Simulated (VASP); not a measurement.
A run of VASP 6.6.1 is set up as follows.

File INCAR:

```
  PREC = Accurate
  ENCUT = 560
  EDIFF = 1E-7
  ISMEAR = 0
  SIGMA = 0.1
  LREAL = Auto
  LASPH = True
  NELM = 120
  ALGO = Normal
  ISIF = 3
  LWAVE = False
  LCHARG = False
  GGA = PS
  IBRION = 2
  NSW = 70
  EDIFFG = -0.04
  ISYM = -1
  GGA_COMPAT = False
  NELMIN = 4
```

KPOINTS

```
explicit points
4
Reciprocal
  0.25000000   0.25000000   0.25000000 2
  0.25000000   0.25000000   0.75000000 2
  0.25000000   0.75000000   0.25000000 2
  0.25000000   0.75000000   0.75000000 2
```

The input POSCAR:

```
AlInGaBAs4
1.0
   -5.4559600400      5.4559600400      0.0000000000
   -5.4559600400      0.0000000000      5.4559600400
    0.0000000000      5.4559600400      5.4559600400
B Al Ga As In
2 2 2 8 2
Direct
    0.9967299033      0.5037067898      0.0022725446
    0.4992907363      0.5016295981      0.9955193333
    0.0046376490      0.9944103284      0.5027552823
    0.5092723806      0.5009986728      0.4966100310
    0.4946674319      0.0046742526      0.4960681415
    0.0008620363      0.4997001290      0.5001266155
    0.8809362881      0.8702604998      0.3734737688
    0.3750494208      0.8739199095      0.3782693878
    0.8721811404      0.3733603947      0.3789409991
    0.8666757138      0.8793710525      0.8745676123
    0.3784914374      0.3783548811      0.3701209875
    0.3758341455      0.8708800258      0.8768457356
    0.8747053103      0.3763472486      0.8752450682
    0.3666622128      0.3750015484      0.8761274163
    0.9978647722      0.9959950434      0.0026287302
    0.5011439610      0.0004628277      0.9973582277
```

Potentials or basis: VASP PAW PBE potentials, release 64 (B, Al, Ga_d, As, In_d).

Command:

```sh
$ cat potpaw_PBE.64/B/POTCAR potpaw_PBE.64/Al/POTCAR potpaw_PBE.64/Ga_d/POTCAR potpaw_PBE.64/As/POTCAR potpaw_PBE.64/In_d/POTCAR > POTCAR
$ mpirun -np 1 vasp_std > vasp.out
```

What does it give for the band gap on the k mesh?

0.80 eV.

Estimate the space group after relaxing (to 0.1 Å).

P1 (No. 1).

Predict the relaxed volume.

21.54 Å³/atom.

The path:
```tsv
step	energy change (eV)	largest force (eV/Å)	pressure (GPa)	volume (Å³)
1	0.0000	4.7144	9.36	324.82
2	-2.4897	1.3299	-5.89	383.78
3	-2.7375	1.7604	-3.36	367.90
4	-3.4727	0.7829	-1.25	352.64
5	-3.5796	0.4607	0.22	344.89
6	-3.6427	0.2208	0.07	344.86
7	-3.6452	0.2557	0.04	344.85
8	-3.6588	0.1080	-0.08	345.13
9	-3.6588	0.1080	-0.08	345.13
10	-3.6622	0.0853	0.04	344.58
11	-3.6631	0.0982	0.14	344.10
12	-3.6657	0.0884	0.04	344.55
13	-3.6676	0.1056	-0.16	345.45
14	-3.6695	0.0826	-0.10	345.17
15	-3.6703	0.0713	0.04	344.57
16	-3.6705	0.0627	0.00	344.76
17	-3.6715	0.0373	0.01	344.67
```

Caveat: the PAW data sets were made with another functional, which shifts forces and pressure a little; spin-orbit coupling is left out, which moves the levels of the heavy elements; a shifted mesh leaves out Γ, where band edges can lie. A k mesh can miss the band edges.
